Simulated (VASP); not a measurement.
# Li4TmGe (Cmmm) in VASP: notebook, part 2 of 2

VASP 6.6.1. The steps go on from the part before.

## 3. Relaxation of shape and atoms at fixed volume, PBE (19.10 Å³/atom)

This run uses another cell than the first one, of 19.10 Å³/atom.

The input, INCAR:

```
  PREC = Accurate
  ENCUT = 750
  EDIFF = 1E-7
  ISMEAR = 0
  SIGMA = 0.1
  LREAL = False
  LASPH = True
  NELM = 200
  ALGO = Normal
  ISIF = 4
  LWAVE = False
  LCHARG = False
  GGA = PE
  IBRION = 2
  NSW = 50
  EDIFFG = -0.01
  GGA_COMPAT = False
  NELMIN = 4
  LMAXMIX = 6
```

The input, KPOINTS:

```
regular mesh
0
Gamma
  8 8 8
```

The input, POSCAR:

```
Li4TmGe
1.0
    2.0524660203     -6.8242728560      0.0000000000
    2.0524660203      6.8242728560      0.0000000000
    0.0000000000      0.0000000000      4.0903327494
Li Tm Ge
4 1 1
Direct
    0.3347826215      0.6652173785      0.0000000000
    0.8285899019      0.1714100981      0.5000000000
    0.1714100981      0.8285899019      0.5000000000
    0.6652173785      0.3347826215      0.0000000000
    0.5000000000      0.5000000000      0.5000000000
    0.0000000000      0.0000000000      0.0000000000
```

Potentials or basis: VASP PAW PBE potentials, release 64 (Li_sv, Tm_3, Ge_d), 4f in core.

Launch:

```bash
$ cat potpaw_PBE.64/Li_sv/POTCAR potpaw_PBE.64/Tm_3/POTCAR potpaw_PBE.64/Ge_d/POTCAR > POTCAR
$ mpirun -np 1 vasp_std > vasp.out
```

OUTCAR:

```text
PREC = Accurate
   ENCUT = 750
   EDIFF = 1E-7
   ISMEAR = 0
   LREAL = False
   LASPH = True
   NELM = 200
   ISIF = 4
   GGA = PE
   IBRION = 2
   NSW = 50
   EDIFFG = -0.01
   NELMIN = 4

 ion  position               nearest neighbor table
   1  0.335  0.665  0.000-   5 3.04   5 3.04
   2  0.829  0.171  0.500-   5 3.11   5 3.11
   3  0.171  0.829  0.500-   5 3.11   5 3.11
   4  0.665  0.335  0.000-   5 3.04   5 3.04
   5  0.500  0.500  0.500-   6 2.90   6 2.90   6 2.90   6 2.90   4 3.04   4 3.04   1 3.04   1 3.04
                             3 3.11   2 3.11   3 3.11   2 3.11
   6  0.000  0.000  0.000-   5 2.90   5 2.90   5 2.90   5 2.90

  LATTYP: Found a base centered orthorhombic cell.
 ALAT       =     4.1049320406
 B/A-ratio  =     3.3249139272
 C/A-ratio  =     0.9964434755

  Lattice vectors:

 A1 = (   2.0524660203,  -6.8242728560,   0.0000000000)
 A2 = (   2.0524660203,   6.8242728560,   0.0000000000)
 A3 = (   0.0000000000,   0.0000000000,   4.0903327494)

Analysis of symmetry for initial positions (statically):
=====================================================================
[... 187 lines left out ...]
  --------------------------------------------------------------------------------------
  -------------------------------------------------------------------------------------
  Total        1.0052536      0.5398965      1.0364734      0.0000000      0.0000000      0.0000000
  in kB       14.0561132      7.5491849     14.4926484      0.0000000      0.0000000      0.0000000
  external PRESSURE =      12.0326488 kB  Pullay stress =       0.0000000 kB
[... 187 lines left out ...]
--------------------------------------- Ionic step        6  -------------------------------------------

 number of electron      34.9999994 magnetization

 Free energy of the ion-electron system (eV)
  ---------------------------------------------------
  ext. energy  EPLUGINS =         0.00000000
  ---------------------------------------------------
  free energy    TOTEN  =       -17.95207300 eV

  energy without entropy =      -17.93792929  energy(sigma->0) =      -17.94500114

 E-fermi :   2.5776     XC(G=0):  -8.7374

 val. band max:        2.5635256883   @ k =  -0.2500   0.2500   0.3750
 cond. band min:       2.5904854089   @ k =   0.5000   0.0000   0.5000
 fundamental gap:      0.0269597206
 Fermi energy:         2.5776018227

 k-point     1 :       0.0000    0.0000    0.0000
  band No.  band energies     occupation
      1     -43.9213      2.00000
      2     -43.9144      2.00000
      3     -43.7027      2.00000
      4     -43.6942      2.00000
      5     -23.0793      2.00000
      6     -22.8408      2.00000
[... 565 lines left out ...]
     20       4.0274      0.00000
     21       4.8786      0.00000

 [... further k-points ...]

------------------------ aborting loop because EDIFF is reached ----------------------------------------

  FORCE on cell =-STRESS in cart. coord.  units (eV):
  Direction    XX          YY          ZZ          XY          YZ          ZX
  --------------------------------------------------------------------------------------
  -------------------------------------------------------------------------------------
  Total        0.6455742      0.6294175      0.6201801     -0.0000000      0.0000000      0.0000000
  in kB        9.0268408      8.8009270      8.6717631     -0.0000000      0.0000000      0.0000000
  external PRESSURE =       8.8331770 kB  Pullay stress =       0.0000000 kB
[... 21 lines left out ...]
  FREE ENERGIE OF THE ION-ELECTRON SYSTEM (eV)
  ---------------------------------------------------
  free  energy   TOTEN  =       -17.9520729976 eV

  energy  without entropy=      -17.9379292868  energy(sigma->0) =      -17.94500114

 reached required accuracy - stopping structural energy minimisation
```

CONTCAR:

```text
Li4TmGe
   1.00000000000000
     2.0686213450076774   -6.7330950804087619    0.0000000000000000
     2.0686213450076774    6.7330950804087619    0.0000000000000000
     0.0000000000000000    0.0000000000000000    4.1133460655204575
  Li              Tm              Ge
     4     1     1
Direct
     0.3336005416565752    0.6663994583434250    0.0000000000000000
     0.8279260322857014    0.1720739677142988    0.5000000000000000
     0.1720739677142988    0.8279260322857014    0.5000000000000000
     0.6663994583434250    0.3336005416565752    0.0000000000000000
     0.5000000000000000    0.5000000000000000    0.5000000000000000
     1.0000000000000000    0.0000000000000000    0.0000000000000000

  0.00000000E+00  0.00000000E+00  0.00000000E+00
  0.00000000E+00  0.00000000E+00  0.00000000E+00
  0.00000000E+00  0.00000000E+00  0.00000000E+00
  0.00000000E+00  0.00000000E+00  0.00000000E+00
  0.00000000E+00  0.00000000E+00  0.00000000E+00
  0.00000000E+00  0.00000000E+00  0.00000000E+00
```

Wall time 22 min (1 thread of Intel Xeon 6975P-C (Granite Rapids), shared host); peak memory 0.77 GiB.

Results:

```
Free energy                  : -17.9521 eV
Energy gained by relaxing    : 0.7 meV/atom
Ionic steps                  : 6
Pressure after relaxing      : 0.9 GPa
Largest force after relaxing : 0.010 eV/Å
Band gap on the k mesh       : zero (an odd number of electrons rules out a gap without spin polarisation)
```

Forces in eV/Å, atoms in the order of the input:
```
Li   0.000  0.005  0.000
Li   0.000 -0.010  0.000
Li   0.000  0.010  0.000
Li   0.000 -0.005  0.000
Tm   0.000  0.000  0.000
Ge   0.000  0.000  0.000
```

Step by step:
| step | energy change (eV) | largest force (eV/Å) | pressure (GPa) | volume (Å³) |
| --- | --- | --- | --- | --- |
| 1 | 0.0000 | 0.0332 | 1.20 | 114.58 |
| 2 | -0.0013 | 0.0308 | 1.15 | 114.58 |
| 3 | -0.0034 | 0.0230 | 0.97 | 114.58 |
| 4 | -0.0037 | 0.0196 | 0.90 | 114.58 |
| 5 | -0.0038 | 0.0161 | 0.89 | 114.58 |
| 6 | -0.0039 | 0.0096 | 0.88 | 114.58 |

Final structure:
```xyz
6
Lattice="2.0686 -6.7331 0.0000 2.0686 6.7331 0.0000 0.0000 0.0000 4.1133" Properties=species:S:1:pos:R:3 pbc="T T T"
Li    2.0686    2.2408    0.0000
Li    2.0686   -4.4159    2.0567
Li    2.0686    4.4159    2.0567
Li    2.0686   -2.2408    0.0000
Tm    2.0686    0.0000    2.0567
Ge    2.0686   -6.7331    0.0000
```

Caveat: spin-orbit coupling is left out, which moves the levels of the heavy elements; the 4f electrons are frozen in the core, so they carry no moment and show no levels.

The gap in the log of VASP goes by the Fermi energy; the results here count the filled bands.